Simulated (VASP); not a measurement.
Input of a VASP 6.6.1 run:

File INCAR:

```
PREC = Accurate ; ENCUT = 520
EDIFF = 1E-7 ; ISMEAR = -1
SIGMA = 0.01 ; LREAL = False
LASPH = True ; NELM = 120
ALGO = Normal ; ISIF = 2
LWAVE = False ; LCHARG = False
GGA = PE ; IBRION = 2
NSW = 60 ; EDIFFG = -0.03
NELECT = 184.0 ; GGA_COMPAT = False
NELMIN = 4 ; KPAR = 4
```

Contents of KPOINTS:

```
Automatic mesh
0
Gamma
  3 3 3
```

File POSCAR:

```
Ba8F15
1.0
    0.0000000000      6.2257308170      6.2257308170
    6.2257308170      0.0000000000      6.2257308170
    6.2257308170      6.2257308170      0.0000000000
Ba F
8 15
Direct
    0.0000000000      0.0000000000      0.0000000000
    0.0000000000      0.0000000000      0.5000000000
    0.0000000000      0.5000000000      0.0000000000
    0.0000000000      0.5000000000      0.5000000000
    0.5000000000      0.0000000000      0.0000000000
    0.5000000000      0.0000000000      0.5000000000
    0.5000000000      0.5000000000      0.0000000000
    0.5000000000      0.5000000000      0.5000000000
    0.1250000000      0.1250000000      0.6250000000
    0.1250000000      0.6250000000      0.1250000000
    0.1250000000      0.6250000000      0.6250000000
    0.6250000000      0.1250000000      0.1250000000
    0.6250000000      0.1250000000      0.6250000000
    0.6250000000      0.6250000000      0.1250000000
    0.6250000000      0.6250000000      0.6250000000
    0.3750000000      0.3750000000      0.3750000000
    0.3750000000      0.3750000000      0.8750000000
    0.3750000000      0.8750000000      0.3750000000
    0.3750000000      0.8750000000      0.8750000000
    0.8750000000      0.3750000000      0.3750000000
    0.8750000000      0.3750000000      0.8750000000
    0.8750000000      0.8750000000      0.3750000000
    0.8750000000      0.8750000000      0.8750000000
```

Potentials or basis: VASP PAW PBE potentials, release 64 (Ba_sv, F).

The run is started by

```console
$ cat potpaw_PBE.64/Ba_sv/POTCAR potpaw_PBE.64/F/POTCAR > POTCAR
$ mpirun -np 4 vasp_std > vasp.out
```

Problem. What does it give for the energy gained by relaxing?

Solution. 20.7 meV/atom.

The path:
| step | energy change (eV) | largest force (eV/Å) | pressure (GPa) |
| --- | --- | --- | --- |
| 1 | 0.0000 | 0.9693 | -0.60 |
| 2 | -0.2448 | 0.5161 | -0.40 |
| 3 | -0.3922 | 0.2786 | 0.00 |
| 4 | -0.4323 | 0.1921 | -0.03 |
| 5 | -0.4642 | 0.1124 | -0.05 |
| 6 | -0.4712 | 0.0802 | -0.03 |
| 7 | -0.4767 | 0.0379 | 0.00 |
| 8 | -0.4767 | 0.0360 | 0.00 |
| 9 | -0.4771 | 0.0103 | -0.02 |

Caveat: the cell carries a net charge on a neutralising background, which shifts energy and pressure; the cell differs from its parent crystal (atoms taken out); the cell is charged against a uniform background, so pressure and absolute levels hang on convention.
